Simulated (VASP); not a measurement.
Write the native input for VASP 6.6.1 that does the following.

```yaml
Task: single point
Functional: PBE
Potentials_or_basis: VASP PAW PBE potentials, release 64 (Nb_sv)
Cutoff: 520 eV
k_mesh: 14 × 14 × 14
Occupations: gaussian, width 0.05 eV
Spin: no spin polarisation
Dipole_correction: no
Further_INCAR_settings: ALGO = Normal; EDIFF = 1e-06; NBANDS = 12
```

The structure of Nb lies in POSCAR:

```
Nb
1.0
   -1.6557315451      1.6557315451      1.6557315451
    1.6557315451     -1.6557315451      1.6557315451
    1.6557315451      1.6557315451     -1.6557315451
Nb
1
Direct
    0.0000000000      0.0000000000      0.0000000000
```

The input as run:

INCAR

```
SYSTEM = Nb
  PREC = Accurate
  ENCUT = 520
  EDIFF = 1E-6
  ISMEAR = 0
  SIGMA = 0.05
  LREAL = .FALSE.
  LASPH = .TRUE.
  NELM = 80
  ALGO = Normal
  ISIF = 2
  LWAVE = .FALSE.
  LCHARG = .FALSE.
  GGA = PE
  NBANDS = 12
```

KPOINTS

```
Automatic mesh
0
G
  14 14 14
  0 0 0
```

Potentials or basis: VASP PAW PBE potentials, release 64 (Nb_sv).

Launch:

```sh
$ cat potpaw_PBE.64/Nb_sv/POTCAR > POTCAR
$ mpirun -np 1 vasp_std > vasp.out
```

It gave:

| Quantity | Value |
| --- | --- |
| Pressure | -0.3 GPa |

It took 32 s on 1 thread of AMD EPYC 7R13 Processor (Zen 3) (shared host), peak memory 0.12 GiB.
